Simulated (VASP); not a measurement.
Cu, 2 atoms in the cell. Symmetry: Cmcm, No. 63, orthorhombic system. The conventional cell has a = 2.437 Å, b = 7.953 Å, c = 2.500 Å, α = 90.00°, β = 90.00°, γ = 90.00°. Cu (site symmetry m2m) has 10 Cu at 2.44 to 2.54 Å within 3.2 Å. 

- Program: VASP 6.6.1
- Task: single point
- Functional: PBEsol
- Potentials or basis: VASP PAW PBE potentials, release 64 (Cu)
- Cutoff: 520 eV
- k mesh: 9 × 9 × 9
- Occupations: fermi-dirac, width 0.05 eV
- Spin: no spin polarisation
- Dipole correction: no
- Further INCAR settings: ALGO = Normal; EDIFF = 1e-06; NBANDS = 18

Potentials or basis: VASP PAW PBE potentials, release 64 (Cu).

Run with:

```sh
$ cat potpaw_PBE.64/Cu/POTCAR > POTCAR
$ mpirun -np 1 vasp_std > vasp.out
```

Hardware: 1 thread of AMD EPYC 7R13, on a shared host.

**Question.** Estimate the wall time of this run.

**Answer.** It took 76 s on 1 thread of AMD EPYC 7R13, on a shared host, peak memory 0.15 GiB. Counts: scf iterations 12, k points 125.
